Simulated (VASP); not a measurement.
Write the native input for VASP 6.6.1 that does the following.

```
Task                   : single point
Functional             : PBE
Potentials or basis    : VASP PAW PBE potentials, release 64 (Na_sv, Nb_sv, O)
Cutoff                 : 970 eV
k mesh                 : 6 × 6 × 2
Occupations            : gaussian, width 0.1 eV
Spin                   : no spin polarisation
Dipole correction      : no
Mended                 : yes
Further INCAR settings : ALGO = Normal; EDIFF = 1e-06; NBANDS = 33
```

The structure of Na2Nb2O lies in POSCAR:

```
Na2Nb2O
1.0
    3.0074696170      0.0000000000      0.0000000000
    0.0000000000      3.0074696170      0.0000000000
    0.0000000000      0.0000000000     10.6165875497
Na Nb O
2 2 1
Direct
    0.0000000000      0.0000000000      0.0000000000
    0.5000000000      0.5000000000      0.5000000000
    0.5000000000      0.5000000000      0.8069805073
    0.5000000000      0.5000000000      0.1930194927
    0.5000000000      0.5000000000      0.0000000000
```

The cell was built from a structure type or drawn by symmetry, and may not be a known phase.

One way to write it, as run:

INCAR

```
SYSTEM = Na2Nb2O
PREC = Accurate ; ENCUT = 970
EDIFF = 1E-6 ; ISMEAR = 0
SIGMA = 0.1 ; LREAL = .False.
LASPH = .True. ; NELM = 120
ALGO = Normal ; ISIF = 2
LWAVE = .False. ; LCHARG = .False.
GGA = PE ; NBANDS = 33
GGA_COMPAT = .False.
```

KPOINTS

```
Automatic mesh
0
Gamma
  6 6 2
  0 0 0
```

Potentials or basis: VASP PAW PBE potentials, release 64 (Na_sv, Nb_sv, O).

Run with:

```bash
$ cat potpaw_PBE.64/Na_sv/POTCAR potpaw_PBE.64/Nb_sv/POTCAR potpaw_PBE.64/O/POTCAR > POTCAR
$ mpirun -np 1 vasp_std > vasp.out
```

It gave:

The pressure is -0.3 GPa and the largest force is 0.013 eV/Å. The band gap on the k mesh is zero (bands 25 and 26 overlap by 1.68 eV).

Wall time 85 s on 1 thread of Intel(R) Xeon(R) Platinum 8488C (Sapphire Rapids), on a shared host, peak memory 0.4 GiB.
